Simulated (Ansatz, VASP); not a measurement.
**One calculation of Te6Mo3H, two programs**

Contents of INCAR:

```
SYSTEM = Te6Mo3H
ALGO = Normal ; EDIFF = 1E-7
ENCUT = 520 ; GGA = PE
ISIF = 2 ; ISMEAR = 0
IVDW = 12 ; LASPH = .True.
LCHARG = .False. ; LREAL = .False.
LWAVE = .False. ; NBANDS = 50
NELM = 100 ; PREC = Accurate
SIGMA = 0.05
```

The input KPOINTS:

```
k-points
0
Gamma
  9 9 1
  0 0 0
```

File POSCAR:

```
Te6Mo3H
1.0
    3.4959407812      0.0000000000      0.0000000000
   -1.7479703906      3.0275735266      0.0000000000
    0.0000000000      0.0000000000     21.3113513408
Te Mo H
6 3 1
Direct
    0.0000000000      0.0000000000      0.9147264527
    0.3333333333      0.6666666667      0.5934158068
    0.3333333333      0.6666666667      0.2359734255
    0.3333333333      0.6666666667      0.7640265745
    0.3333333333      0.6666666667      0.4065841932
    0.0000000000      0.0000000000      0.0852735473
    0.0000000000      0.0000000000      0.6786881624
    0.0000000000      0.0000000000      0.3213118376
    0.3333333333      0.6666666667      0.0000000000
    0.4489328076      0.2244664038      0.0023330459
```

Input for Ansatz:

```yaml
crystal:
  lattice:
    - [3.4959407812, 0.0, 0.0]
    - [-1.7479703906, 3.0275735266, 0.0]
    - [0.0, 0.0, 21.3113513408]
  atoms:
    - { symbol: Te, position: [0.0, 0.0, 0.9147264527] }
    - { symbol: Te, position: [0.3333333333, 0.6666666667, 0.5934158068] }
    - { symbol: Te, position: [0.3333333333, 0.6666666667, 0.2359734255] }
    - { symbol: Te, position: [0.3333333333, 0.6666666667, 0.7640265745] }
    - { symbol: Te, position: [0.3333333333, 0.6666666667, 0.4065841932] }
    - { symbol: Te, position: [0.0, 0.0, 0.0852735473] }
    - { symbol: Mo, position: [0.0, 0.0, 0.6786881624] }
    - { symbol: Mo, position: [0.0, 0.0, 0.3213118376] }
    - { symbol: Mo, position: [0.3333333333, 0.6666666667, 0.0] }
    - { symbol: H, position: [0.4489328076, 0.2244664038, 0.0023330459] }
basis:
  ecutwfc: 420
kpoints:
  mp_grid: { grid: [9, 9, 1] }
hamiltonian:
  xc: pbe
  pseudopotentials: { kind: paw, azcp: { folder: soft_1 } }
  dispersion: d3bj
scf:
  occupations: { method: gaussian, width: 0.05 }
output:
  forces: true
  stress: true
  eigenvalues: true
  write_density: true
  write_potential: true
  elf: true
  volumetric_format: npy
```

Alike in both runs: task single point; functional PBE; dispersion D3(BJ); k mesh 9 × 9 × 1; occupations gaussian, width 0.05 eV; no spin polarisation.

|  | VASP | Ansatz |
| --- | --- | --- |
| version | VASP 6.6.1 | Ansatz 0.2.0 |
| potentials or method | VASP PAW PBE potentials, release 64 (Te, Mo_sv, H), cutoff 520 eV | scalar-relativistic, plane waves, PAW |
| valence electrons in the cell | 79 | 139 |

|  | VASP | Ansatz | Ansatz less VASP |
| --- | --- | --- | --- |
| gap on the k mesh at the Fermi level (eV) | none | none | - |
| pressure (GPa) | 2.5 | 2.5 | -0.01 |
| traceless stress, the component that is largest in VASP (GPa) | 0.76 | 0.71 | -0.044 |
| rms of the force components (eV/Å) | 0.418 | 0.414 | -0.0039 |

Atom by atom the forces differ by 0.007 eV/Å (rms over components). A gap of «none» marks a metal or a gap that the smearing closes. VASP's potentials hold 79 valence electrons a cell and Ansatz's 139, so a difference there can come from the potentials and not from the codes.

Neither program's run includes spin-orbit coupling.
